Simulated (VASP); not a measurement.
Runs of VASP 6.6.1 on SnO. It takes space group Pmn2_1 (No. 31, orthorhombic). The conventional cell has a = 3.355 Å, b = 5.674 Å, c = 4.222 Å, α = 90.00°, β = 90.00°, γ = 90.00°. Sn (site symmetry m) has 3 O at 2.15 to 2.16 Å within 2.8 Å. Within 2.8 Å of O (site symmetry m) lie 3 Sn at 2.15 to 2.16 Å. 

| k mesh | gap on the mesh (eV) | pressure (GPa) | largest force (eV/Å) |
| --- | --- | --- | --- |
| 8 × 6 × 8 | 1.33 | -2.9 | 0.35 |
| 6 × 4 × 4 | 1.58 | -2.9 | 0.35 |
| 4 × 4 × 4 | 1.64 | -3.0 | 0.34 |
| 4 × 2 × 4 | (a) | -3.0 | 0.34 |
| 8 × 4 × 6 | 1.33 | -2.9 | 0.35 |

Alike in all rows: task single point; level PBEsol; potentials or basis VASP PAW PBE potentials, release 64 (Sn_d, O); no spin polarisation; cell as given; cutoff (eV) 520; smearing gaussian 0.01 eV.

**Question.** Estimate the missing entries.

**Answer.** (a) 1.83.

Caveats: some runs use coarse meshes; the PAW data sets were made with another functional, which shifts forces and pressure a little; spin-orbit coupling is left out, which moves the levels of the heavy elements.

A k mesh can miss the band edges, and the runs leave out spin-orbit coupling on Sn.
